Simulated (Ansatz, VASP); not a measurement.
# Two plane-wave programs on GaN

```
CELL_PARAMETERS angstrom
3.31048 0.00000 0.00000
-1.65524 2.86696 0.00000
0.00000 0.00000 5.39097
ATOMIC_POSITIONS crystal
Ga 0.33333 0.66667 0.99894
Ga 0.66667 0.33333 0.49894
N 0.33333 0.66667 0.37606
N 0.66667 0.33333 0.87606
```

Change from the starting cell: hydrostatic strain +4.0%.

Alike in both runs: task single point; functional r2SCAN; k mesh 12 × 12 × 6; no spin polarisation.

```csv
,VASP,Ansatz
version,VASP 6.6.1,Ansatz 0.2.0
potentials or method,"VASP PAW PBE potentials, release 64 (Ga_d, N)","plane waves, PAW"
plane-wave cutoff (eV),520,500
occupations,"gaussian, width 0.01 eV",fixed
valence electrons in the cell,36,36
```

Ansatz gave:

- gap on the k mesh at the Fermi level (eV): 1.53
- pressure (GPa): -17.9
- traceless stress, the component that is largest in VASP (GPa): 0.08

Question: Estimate VASP's values.

Answer: gap on the k mesh at the Fermi level (eV): 1.53; pressure (GPa): -17.3; traceless stress, the component that is largest in VASP (GPa): 0.08.

VASP's potentials were made for PBE, not for r2SCAN.
